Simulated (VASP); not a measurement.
# SbW (P6_3/mmc) in VASP: notebook, part 2 of 2

VASP 6.6.1. Earlier steps stand in the parts before.

## 4. Single point, PBEsol

This run uses another cell than the first one, of 21.10 Å³/atom.

Contents of INCAR:

```
  PREC = Accurate
  ENCUT = 520
  EDIFF = 1E-6
  ISMEAR = 0
  SIGMA = 0.05
  LREAL = F
  LASPH = T
  NELM = 80
  ALGO = Normal
  ISIF = 2
  LWAVE = F
  LCHARG = F
  GGA = PS
  NBANDS = 27
```

Contents of KPOINTS:

```
regular mesh
0
Gamma
  10 10 6
```

Contents of POSCAR:

```
SbW
1.0
    4.3426356053      0.0000000000      0.0000000000
   -2.1713178026      3.7608327536      0.0000000000
    0.0000000000      0.0000000000      5.1676022327
W Sb
2 2
Direct
    0.0000000000      0.0000000000      0.0000000000
    0.0000000000      0.0000000000      0.5000000000
    0.3333333333      0.6666666667      0.2500000000
    0.6666666667      0.3333333333      0.7500000000
```

Potentials or basis: VASP PAW PBE potentials, release 64 (W_sv, Sb).

Launch:

```sh
cat potpaw_PBE.64/W_sv/POTCAR potpaw_PBE.64/Sb/POTCAR > POTCAR
mpirun -np 1 vasp_std > vasp.out
```

OUTCAR:

```text
PREC = Accurate
   ENCUT = 520
   EDIFF = 1E-6
   ISMEAR = 0
   LREAL = F
   LASPH = T
   NELM = 80
   ISIF = 2
   GGA = PS

 ion  position               nearest neighbor table
   1  0.000  0.000  0.000-   2 2.58   2 2.58   4 2.82   3 2.82   4 2.82   3 2.82   4 2.82   3 2.82

   2  0.000  0.000  0.500-   1 2.58   1 2.58   4 2.82   3 2.82   4 2.82   3 2.82   4 2.82   3 2.82

   3  0.333  0.667  0.250-   1 2.82   2 2.82   1 2.82   2 2.82   1 2.82   2 2.82   4 3.60   4 3.60
                             4 3.60   4 3.60   4 3.60   4 3.60
   4  0.667  0.333  0.750-   1 2.82   2 2.82   1 2.82   2 2.82   1 2.82   2 2.82   3 3.60   3 3.60
                             3 3.60   3 3.60   3 3.60   3 3.60

  LATTYP: Found a hexagonal cell.
 ALAT       =     4.3426356053
 C/A-ratio  =     1.1899691115

  Lattice vectors:

 A1 = (   4.3426356053,   0.0000000000,   0.0000000000)
 A2 = (  -2.1713178026,   3.7608327536,   0.0000000000)
 A3 = (   0.0000000000,   0.0000000000,   5.1676022327)

Analysis of symmetry for initial positions (statically):
=====================================================================
 Subroutine PRICEL returns:
 Original cell was already a primitive cell.

 Routine SETGRP: Setting up the symmetry group for a
 hexagonal supercell.

 Subroutine GETGRP returns: Found 24 space group operations
 (whereof 12 operations were pure point group operations)
 out of a pool of 24 trial point group operations.

The static configuration has the point symmetry D_3d.
 The point group associated with its full space group is D_6h.

Analysis of symmetry for dynamics (positions and initial velocities):
=====================================================================
 Subroutine PRICEL returns:
 Original cell was already a primitive cell.

 Routine SETGRP: Setting up the symmetry group for a
 hexagonal supercell.

 Subroutine GETGRP returns: Found 24 space group operations
 (whereof 12 operations were pure point group operations)
 out of a pool of 24 trial point group operations.

The dynamic configuration has the point symmetry D_3d.
 The point group associated with its full space group is D_6h.

 Subroutine INISYM returns: Found 24 space group operations
 (whereof 12 operations are pure point group operations),
 and found     1 'primitive' translations

----------------------------------------------------------------------------------------

                                     Primitive cell

  volume of cell :      84.3969

  direct lattice vectors                    reciprocal lattice vectors
     4.342635605  0.000000000  0.000000000     0.230274905  0.132949278  0.000000000
    -2.171317803  3.760832754  0.000000000     0.000000000  0.265898556  0.000000000
     0.000000000  0.000000000  5.167602233     0.000000000  0.000000000  0.193513346

  length of vectors
     4.342635605  4.342635605  5.167602233     0.265898556  0.265898556  0.193513346

  position of ions in fractional coordinates (direct lattice)
     0.000000000  0.000000000  0.000000000
     0.000000000  0.000000000  0.500000000
     0.333333333  0.666666667  0.250000000
     0.666666667  0.333333333  0.750000000

  ion indices of the primitive-cell ions
[... 26 lines left out ...]

 Subroutine IBZKPT returns following result:
 ===========================================

 Found     56 irreducible k-points:

 Following reciprocal coordinates:
            Coordinates               Weight
  0.000000  0.000000  0.000000      1.000000
  0.100000  0.000000  0.000000      6.000000
  0.200000  0.000000  0.000000      6.000000
  0.300000  0.000000  0.000000      6.000000
  0.400000  0.000000  0.000000      6.000000
  0.500000  0.000000  0.000000      3.000000
[... 16 lines left out ...]
  0.300000  0.100000  0.166667     24.000000
  0.400000  0.100000  0.166667     24.000000
 [... further k-points ...]
   k-points           NKPTS =     56   k-points in BZ     NKDIM =     56   number of bands    NBANDS=     27
   number of dos      NEDOS =    301   number of ions     NIONS =      4
   total plane-waves  NPLWV =  40960
   dimension x,y,z NGX =    32 NGY =   32 NGZ =   40
   dimension x,y,z NGXF=    64 NGYF=   64 NGZF=   80
   ions per type =               2   2
   NGX,Y,Z   is equivalent  to a cutoff of  12.25, 12.25, 12.87 a.u.
   NGXF,Y,Z  is equivalent  to a cutoff of  24.50, 24.50, 25.74 a.u.
 SYSTEM =  unknown system
   PREC   = accura    normal or accurate (medium, high low for compatibility)
   ISTART =      0    job   : 0-new  1-cont  2-samecut
   ICHARG =      2    charge: 1-file 2-atom 10-const
   ISPIN  =      1    spin polarized calculation?
   LNONCOLLINEAR =      F non collinear calculations
   LSORBIT =      F    spin-orbit coupling
   LASPH  =      T    aspherical Exc in radial PAW
   ENCUT  =  520.0 eV  38.22 Ry    6.18 a.u.   8.07  8.07  9.61*2*pi/ulx,y,z
   NELM   =     80;   NELMIN=  2; NELMDL= -5     # of ELM steps
   EDIFF  = 0.1E-05   stopping-criterion for ELM
   LREAL  =      F    real-space projection
   EDIFFG = 0.1E-04   stopping-criterion for IOM
   NSW    =      0    number of steps for IOM
   IBRION =     -1    ionic relax: 0-MD 1-quasi-New 2-CG
   NFREE  =      0    steps in history (QN), initial steepest desc. (CG)
   ISIF   =      2    stress and relaxation
   ISYM   =      2    0-nonsym 1-usesym 2-fastsym
   POTIM  = 0.5000    time-step for ionic-motion
   TEBEG  =    0.0;   TEEND  =   0.0 temperature during run
   PSTRESS=    0.0 pullay stress
   NELECT =      38.0000    total number of electrons
   NUPDOWN=      -1.0000    fix difference up-down
   EMIN   =  10.00;   EMAX   =-10.00  energy-range for DOS
   EFERMI =   0.00;   METHOD = LEGACY
   ISMEAR =     0;   SIGMA  =   0.05  broadening in eV -4-tet -1-fermi 0-gaus
   EFERMI_NEDOS =   21; number of points for ismear=-14 and -15
   IALGO  =     38    algorithm
   IMIX   =      4    mixing-type and parameters
     AMIX     =   0.40;   BMIX     =  1.00
     AMIX_MAG =   1.60;   BMIX_MAG =  1.00
  volume/ion in A,a.u.               =      21.10       142.38
  Fermi-wavevector in a.u.,A,eV,Ry     =   1.254760  2.371152 21.421308  1.574422
  Thomas-Fermi vector in A             =   2.388549
   LORBIT       =      0    0 simple, 1 ext, 2 COOP (PROOUT), +10 PAW based schemes
   GGA     = PS    functional components
   LHFCALC =     F    Hartree Fock is set to
   AEXX    =    0.0000 exact exchange contribution
   IVDW    =     0    specifies the selected vdW correction
   LEPSILON=     F    determine dielectric tensor
   LRPA    =     F    only Hartree local field effects (RPA)
 non-spin polarized calculation
 Gauss-broadening in eV      SIGMA  =   0.05
  energy-cutoff  :      520.00
  volume of cell :       84.40
 maximum number of plane-waves:      2300
   NGX = 17   NGY = 17   NGZ = 19

 number of electron      38.0000010 magnetization

 Free energy of the ion-electron system (eV)
  ---------------------------------------------------
  ext. energy  EPLUGINS =         0.00000000
  ---------------------------------------------------
  free energy    TOTEN  =       -34.35272367 eV

  energy without entropy =      -34.34955954  energy(sigma->0) =      -34.35114161

 E-fermi :   9.1646     XC(G=0): -11.5975

 val. band max:        9.1409675927   @ k =   0.1000   0.1000   0.1667
 cond. band min:       9.1793115525   @ k =   0.5000   0.0000   0.5000
 fundamental gap:      0.0383439598
 Fermi energy:         9.1646254753

 k-point     1 :       0.0000    0.0000    0.0000
  band No.  band energies     occupation
      1     -64.5189      2.00000
      2     -64.3985      2.00000
      3     -29.4523      2.00000
      4     -28.8210      2.00000
      5     -28.8210      2.00000
      6     -28.6433      2.00000
[... 709 lines left out ...]
     26      14.3453      0.00000
     27      15.6387      0.00000

 [... further k-points ...]

------------------------ aborting loop because EDIFF is reached ----------------------------------------

  FORCE on cell =-STRESS in cart. coord.  units (eV):
  Direction    XX          YY          ZZ          XY          YZ          ZX
  --------------------------------------------------------------------------------------
  -------------------------------------------------------------------------------------
  Total        0.1078421      0.1078421      0.2373146      0.0000000      0.0000000      0.0000000
  in kB        2.0472575      2.0472575      4.5051419      0.0000000      0.0000000      0.0000000
  external PRESSURE =       2.8665523 kB  Pullay stress =       0.0000000 kB

 VOLUME and BASIS-vectors are now :
 -----------------------------------------------------------------------------
  energy-cutoff  :      520.00
  volume of cell :       84.40
      direct lattice vectors                 reciprocal lattice vectors
     4.342635605  0.000000000  0.000000000     0.230274905  0.132949278  0.000000000
    -2.171317803  3.760832754  0.000000000     0.000000000  0.265898556  0.000000000
     0.000000000  0.000000000  5.167602233     0.000000000  0.000000000  0.193513346

 POSITION                                       TOTAL-FORCE (eV/Angst)
 -----------------------------------------------------------------------------------
      0.00000      0.00000      0.00000        -0.000000      0.000000     -0.000000
      0.00000      0.00000      2.58380        -0.000000      0.000000     -0.000000
     -0.00000      2.50722      1.29190        -0.000000     -0.000000      0.000000
      2.17132      1.25361      3.87570         0.000000      0.000000      0.000000
 -----------------------------------------------------------------------------------
    total drift:                                0.000000     -0.000000      0.000000

  FREE ENERGIE OF THE ION-ELECTRON SYSTEM (eV)
  ---------------------------------------------------
  free  energy   TOTEN  =       -34.3527236720 eV

  energy  without entropy=      -34.3495595408  energy(sigma->0) =      -34.35114161
```

Wall time 50 s (1 thread of Intel Xeon Platinum 8559C (Emerald Rapids), shared host); peak memory 0.26 GiB.

What came out:

| Property | Result |
| --- | --- |
| Free energy | -34.3527 eV |
| Pressure | 0.3 GPa |
| Band gap on the k mesh | zero (bands 19 and 20 overlap by 1.50 eV) |

Caveat: the PAW data sets were made with another functional, which shifts forces and pressure a little; spin-orbit coupling is left out, which moves the levels of the heavy elements.

## 5. Single point, PBEsol

This run uses another cell than the first one, of 21.10 Å³/atom.

Contents of INCAR:

```
SYSTEM = SbW
  PREC = Accurate
  ENCUT = 520
  EDIFF = 1E-6
  ISMEAR = 0
  SIGMA = 0.05
  LREAL = .FALSE.
  LASPH = .TRUE.
  NELM = 60
  ALGO = Normal
  ISIF = 2
  LWAVE = .FALSE.
  LCHARG = .TRUE.
  GGA = PS
  LELF = .TRUE.
  LVHAR = .TRUE.
  NBANDS = 27
```

Contents of KPOINTS:

```
regular mesh
0
G
  10 10 6
  0 0 0
```

POSCAR is that of step 4.

Launch:

```sh
cat potpaw_PBE.64/W_sv/POTCAR potpaw_PBE.64/Sb/POTCAR > POTCAR
mpirun -np 1 vasp_std > vasp.out
```

Run time: 48 s. Hardware: 1 thread of Intel Xeon Platinum 8559C (Emerald Rapids), shared host; peak memory 0.26 GiB.

Results (log left out):

| Item | Value |
| --- | --- |
| Free energy | -34.3527 eV |
| Pressure | 0.3 GPa |
| Band gap on the k mesh | zero (bands 19 and 20 overlap by 1.50 eV) |

Stress tensor (GPa, compression positive):
```
0.20 0.00 0.00
0.00 0.20 0.00
0.00 0.00 0.45
```

Levels at points of the mesh, in eV from the Fermi level:
```tsv
k point	band 16	band 17	band 18	band 19	band 20	band 21	band 22	band 23
(0.00, 0.00, 0.00)	-2.32	-0.20	-0.20	0.30	0.30	2.47	2.70	3.26
(0.50, 0.00, 0.00)	-2.31	-1.87	-1.41	-0.73	0.61	0.74	2.34	2.97
(0.00, 0.00, 0.50)	-1.90	-0.75	-0.75	-0.75	-0.75	0.27	0.27	4.83
(0.50, 0.00, 0.50)	-2.04	-0.15	-0.15	0.01	0.01	0.07	0.07	2.63
```

Caveat: the PAW data sets were made with another functional, which shifts forces and pressure a little; spin-orbit coupling is left out, which moves the levels of the heavy elements.

## 6. The runs side by side

```tsv
cell	gap on the mesh (eV)	pressure (GPa)
a = 4.267, b = 4.267, c = 5.139 Å, angles 90.0, 90.0, 120.0°, 4 atoms	none	7.1
a = 4.305, b = 4.305, c = 5.153 Å, angles 90.0, 90.0, 120.0°, 4 atoms	none	3.5
a = 4.343, b = 4.343, c = 5.168 Å, angles 90.0, 90.0, 120.0°, 4 atoms	none	0.3
```

Alike in all rows: task single point; level PBEsol; potentials or basis VASP PAW PBE potentials, release 64 (W_sv, Sb); no spin polarisation; k mesh 10 × 10 × 6; cutoff (eV) 520; smearing gaussian 0.05 eV.

Caveats: the PAW data sets were made with another functional, which shifts forces and pressure a little; spin-orbit coupling is left out, which moves the levels of the heavy elements; the cell stands under pressure (at least some runs).

Total energies depend on the potentials used, so only differences within one code and one set of settings carry meaning.

The gap in the log of VASP goes by the Fermi energy; the results here count the filled bands.